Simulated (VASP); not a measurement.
# Si2Ni (Fm-3m) in VASP: a series of runs, part 2 of 2

VASP 6.6.1. The steps go on from the part before.

## 3. Single point, LDA

This run uses another cell than the first one, of 12.77 Å³/atom, 1.064 times its volume.

File INCAR:

```
SYSTEM = Si2Ni
PREC = Accurate
ENCUT = 520
EDIFF = 1E-6
ISMEAR = 0
SIGMA = 0.15
LREAL = .FALSE.
LASPH = .TRUE.
NELM = 100
ALGO = Normal
ISIF = 2
LWAVE = .FALSE.
LCHARG = .TRUE.
GGA = CA
LELF = .TRUE.
LVHAR = .TRUE.
NBANDS = 16
```

File KPOINTS:

```
regular mesh
0
G
  14 14 14
  0 0 0
```

File POSCAR:

```
Si2Ni
1.0
    0.0000000000      2.6754800491      2.6754800491
    2.6754800491      0.0000000000      2.6754800491
    2.6754800491      2.6754800491      0.0000000000
Si Ni
2 1
Direct
    0.2500000000      0.2500000000      0.2500000000
    0.7500000000      0.7500000000      0.7500000000
    0.0000000000      0.0000000000      0.0000000000
```

Potentials or basis: VASP PAW LDA potentials, release 64 (Si, Ni).

Launch:

```sh
$ cat potpaw_LDA.64/Si/POTCAR potpaw_LDA.64/Ni/POTCAR > POTCAR
$ mpirun -np 1 vasp_std > vasp.out
```

It took 2.2 min on 1 thread of AMD EPYC 7R13, shared host; peak memory 0.15 GiB.

Results (log left out):

- Free energy: -19.9037 eV
- Pressure: 0.2 GPa
- Band gap on the k mesh: zero (band 9 reaches 12.57 eV, above the bottom of band 10 at 10.40 eV)

Levels at points of the mesh, in eV from the Fermi level:
```
           k point  band 6  band 7  band 8  band 9  band 10  band 11  band 12  band 13
(0.00, 0.00, 0.00)   -3.74   -0.17    1.72    1.72     1.72     2.20     2.20     2.20
(0.50, 0.00, 0.00)   -3.55   -3.55   -1.53   -1.53     1.74     1.80     1.80     2.70
(0.50, 0.50, 0.00)   -3.85   -3.85   -3.65   -3.31    -0.44     1.29     7.75     8.43
```

## 4. Single point, LDA

This run uses another cell than the first one, of 12.77 Å³/atom, 1.064 times its volume.

File INCAR:

```
PREC = Accurate ; ENCUT = 520
EDIFF = 1E-6 ; ISMEAR = 0
SIGMA = 0.15 ; LREAL = False
LASPH = True ; NELM = 100
ALGO = Normal ; ISIF = 2
LWAVE = False ; LCHARG = True
GGA = CA ; LELF = True
LVHAR = True ; NBANDS = 16
```

File KPOINTS:

```
regular mesh
0
Gamma
  14 14 14
```

POSCAR is that of step 3.

Potentials or basis: VASP PAW LDA potentials, release 64 (Si, Ni).

Launch:

```sh
$ cat potpaw_LDA.64/Si/POTCAR potpaw_LDA.64/Ni/POTCAR > POTCAR
$ mpirun -np 1 vasp_std > vasp.out
```

OUTCAR:

```text
PREC = Accurate
   ENCUT = 520
   EDIFF = 1E-6
   ISMEAR = 0
   LREAL = False
   LASPH = True
   NELM = 100
   ISIF = 2
   GGA = CA

 ion  position               nearest neighbor table
   1  0.250  0.250  0.250-   3 2.32   3 2.32   3 2.32   3 2.32   2 2.68   2 2.68   2 2.68   2 2.68
                             2 2.68   2 2.68
   2  0.750  0.750  0.750-   3 2.32   3 2.32   3 2.32   3 2.32   1 2.68   1 2.68   1 2.68   1 2.68
                             1 2.68   1 2.68
   3  0.000  0.000  0.000-   1 2.32   2 2.32   2 2.32   2 2.32   2 2.32   1 2.32   1 2.32   1 2.32

  LATTYP: Found a face centered cubic cell.
 ALAT       =     5.3509600982

  Lattice vectors:

 A1 = (   0.0000000000,   2.6754800491,   2.6754800491)
 A2 = (   2.6754800491,   0.0000000000,   2.6754800491)
 A3 = (   2.6754800491,   2.6754800491,   0.0000000000)

Analysis of symmetry for initial positions (statically):
=====================================================================
 Subroutine PRICEL returns:
 Original cell was already a primitive cell.

 Routine SETGRP: Setting up the symmetry group for a
 face centered cubic supercell.

[... 164 lines left out ...]
  free energy    TOTEN  =       -19.90367643 eV

  energy without entropy =      -19.89399912  energy(sigma->0) =      -19.89883778

 E-fermi :  10.8478     XC(G=0): -11.8974

 val. band max:       10.7993256052   @ k =   0.4286   0.2857   0.0000
 cond. band min:      10.8728836278   @ k =  -0.2143   0.1429   0.0000
 fundamental gap:      0.0735580226
 Fermi energy:        10.8478049118

 k-point     1 :       0.0000    0.0000    0.0000
  band No.  band energies     occupation
      1      -3.2837      2.00000
      2       5.3826      2.00000
      3       5.3826      2.00000
      4       5.3826      2.00000
      5       7.1125      2.00000
      6       7.1125      2.00000
[... 433 lines left out ...]
      3       5.5594      2.00000
      4       5.5963      2.00000
      5       6.5775      2.00000
      6       7.2490      2.00000
[... 8 lines left out ...]
     15      17.9517      0.00000
     16      18.2032      0.00000

 [... further k-points ...]
[... 5 lines left out ...]
  --------------------------------------------------------------------------------------
  -------------------------------------------------------------------------------------
  Total        0.0407018      0.0407018      0.0407018      0.0000000     -0.0000000      0.0000000
  in kB        1.7025060      1.7025060      1.7025060      0.0000000     -0.0000000      0.0000000
  external PRESSURE =       1.7025060 kB  Pullay stress =       0.0000000 kB

 VOLUME and BASIS-vectors are now :
 -----------------------------------------------------------------------------
  energy-cutoff  :      520.00
  volume of cell :       38.30
      direct lattice vectors                 reciprocal lattice vectors
     0.000000000  2.675480049  2.675480049    -0.186882350  0.186882350  0.186882350
     2.675480049  0.000000000  2.675480049     0.186882350 -0.186882350  0.186882350
     2.675480049  2.675480049  0.000000000     0.186882350  0.186882350 -0.186882350

 POSITION                                       TOTAL-FORCE (eV/Angst)
 -----------------------------------------------------------------------------------
      1.33774      1.33774      1.33774         0.000000      0.000000     -0.000000
      4.01322      4.01322      4.01322        -0.000000     -0.000000      0.000000
      0.00000      0.00000      0.00000         0.000000      0.000000     -0.000000
 -----------------------------------------------------------------------------------
    total drift:                               -0.000000     -0.000000      0.000000

  FREE ENERGIE OF THE ION-ELECTRON SYSTEM (eV)
  ---------------------------------------------------
  free  energy   TOTEN  =       -19.9036764261 eV

  energy  without entropy=      -19.8939991240  energy(sigma->0) =      -19.89883778
```

OSZICAR:

```text
N       E                     dE             d eps       ncg     rms          rms(c)
DAV:   1     0.628438184010E+02    0.62844E+02   -0.78228E+03  3368   0.116E+03
DAV:   2    -0.184579580791E+02   -0.81302E+02   -0.74165E+02  3696   0.215E+02
DAV:   3    -0.219184587868E+02   -0.34605E+01   -0.33897E+01  4336   0.481E+01
DAV:   4    -0.219756271638E+02   -0.57168E-01   -0.57118E-01  3864   0.597E+00
DAV:   5    -0.219771489822E+02   -0.15218E-02   -0.15218E-02  4376   0.103E+00    0.164E+01
DAV:   6    -0.259762117537E+02   -0.39991E+01   -0.37637E+01  3440   0.146E+02    0.233E+01
DAV:   7    -0.200226983068E+02    0.59535E+01   -0.11578E+01  4152   0.925E+01    0.350E+00
DAV:   8    -0.199635027137E+02    0.59196E-01   -0.14221E+00  4624   0.186E+01    0.279E+00
DAV:   9    -0.199050987940E+02    0.58404E-01   -0.25019E-01  4040   0.956E+00    0.575E-01
DAV:  10    -0.199039122328E+02    0.11866E-02   -0.87427E-03  4744   0.155E+00    0.277E-01
DAV:  11    -0.199036722716E+02    0.23996E-03   -0.66555E-04  4856   0.284E-01    0.487E-02
DAV:  12    -0.199036809671E+02   -0.86955E-05   -0.32783E-05  4544   0.714E-02    0.253E-02
DAV:  13    -0.199036762960E+02    0.46711E-05   -0.12320E-05  4320   0.916E-02    0.447E-03
DAV:  14    -0.199036764261E+02   -0.13009E-06   -0.11359E-06  2288   0.727E-03
   1 F= -.19903676E+02 E0= -.19898838E+02  d E =-.967730E-02
```

It took 2.2 min on 1 thread of AMD EPYC 7R13, shared host; peak memory 0.15 GiB.

Results:

```
Free energy            : -19.9037 eV
Pressure               : 0.2 GPa
Band gap on the k mesh : zero (band 9 reaches 12.57 eV, above the bottom of band 10 at 10.40 eV)
```

## 5. Single point, LDA

This run uses another cell than the first one, of 13.53 Å³/atom, 1.128 times its volume.

File INCAR:

```
  PREC = Accurate
  ENCUT = 520
  EDIFF = 1E-6
  ISMEAR = 0
  SIGMA = 0.15
  LREAL = False
  LASPH = True
  NELM = 60
  ALGO = Normal
  ISIF = 2
  LWAVE = False
  LCHARG = False
  GGA = CA
  NBANDS = 16
```

KPOINTS is that of step 4.

File POSCAR:

```
Si2Ni
1.0
    0.0000000000      2.7279671969      2.7279671969
    2.7279671969      0.0000000000      2.7279671969
    2.7279671969      2.7279671969      0.0000000000
Si Ni
2 1
Direct
    0.2500000000      0.2500000000      0.2500000000
    0.7500000000      0.7500000000      0.7500000000
    0.0000000000      0.0000000000      0.0000000000
```

Launch:

```sh
$ cat potpaw_LDA.64/Si/POTCAR potpaw_LDA.64/Ni/POTCAR > POTCAR
$ mpirun -np 1 vasp_std > vasp.out
```

Wall time 2.3 min (1 thread of AMD EPYC 7R13, shared host); peak memory 0.16 GiB.

It converged, with:

```
Free energy            : -19.8428 eV
Pressure               : -8.4 GPa
Band gap on the k mesh : zero (band 9 reaches 11.62 eV, above the bottom of band 10 at 9.41 eV)
```

Levels at points of the mesh, in eV from the Fermi level:
```tsv
k point	band 7	band 8	band 9	band 10	band 11	band 12
(0.00, 0.00, 0.00)	-0.56	1.71	1.71	1.71	2.37	2.37
(0.50, 0.00, 0.00)	-3.19	-1.32	-1.32	1.71	1.84	1.84
(0.50, 0.50, 0.00)	-3.48	-3.28	-2.97	-0.46	1.48	7.84
```

## 6. Overview

```csv
cell,gap on the mesh (eV),pressure (GPa)
"a = 3.706 Å, angles 60.0°, 3 atoms",none,12.0
"a = 3.784 Å, angles 60.0°, 3 atoms",none,0.2
"a = 3.858 Å, angles 60.0°, 3 atoms",none,-8.4
```

Alike in all rows: task single point; level LDA; potentials or basis VASP PAW LDA potentials, release 64 (Si, Ni); no spin polarisation; k mesh 14 × 14 × 14; cutoff (eV) 520; smearing gaussian 0.15 eV.

Absolute energies hang on the potentials; compare differences alone.
